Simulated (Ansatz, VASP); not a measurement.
**One calculation of ZnSe, two programs**

```
Zn Se
1.0
     4.08972    0.00000    0.00000
    -2.04486    3.54180    0.00000
     0.00000    0.00000   35.27725
Zn Se
2 2
Direct
  0.33333 0.66667 0.19110
  0.33333 0.66667 0.34749
  0.00000 0.00000 0.18514
  0.00000 0.00000 0.35345
```

Change from the starting cell: species swapped into a sheet of the GaS type.

Alike in both runs: functional PBE; k mesh 12 × 12 × 1; occupations gaussian, width 0.02 eV; no spin polarisation.

Ansatz relaxed the structure, and its values are those at the end. VASP's run is a single point on that final structure, the one shown.

```csv
,VASP,Ansatz
version,VASP 6.6.1,Ansatz 0.2.0
potentials or method,"VASP PAW PBE potentials, release 64 (Zn, Se), cutoff 520 eV","scalar-relativistic, plane waves, PAW"
valence electrons in the cell,36,56
```

VASP gave:

- gap on the k mesh at the Fermi level (eV): 1.73
- least direct gap on the mesh (eV): 1.76
- rms of the force components (eV/Å): 0.004

**Question.** Estimate Ansatz's values.

**Answer.** gap on the k mesh at the Fermi level (eV): 1.73; least direct gap on the mesh (eV): 1.76; rms of the force components (eV/Å): 0.000.

VASP's potentials hold 36 valence electrons a cell and Ansatz's 56, so a difference there can come from the potentials and not from the codes. Ansatz's warnings: slab cell height set, xc potential rough in thin density.
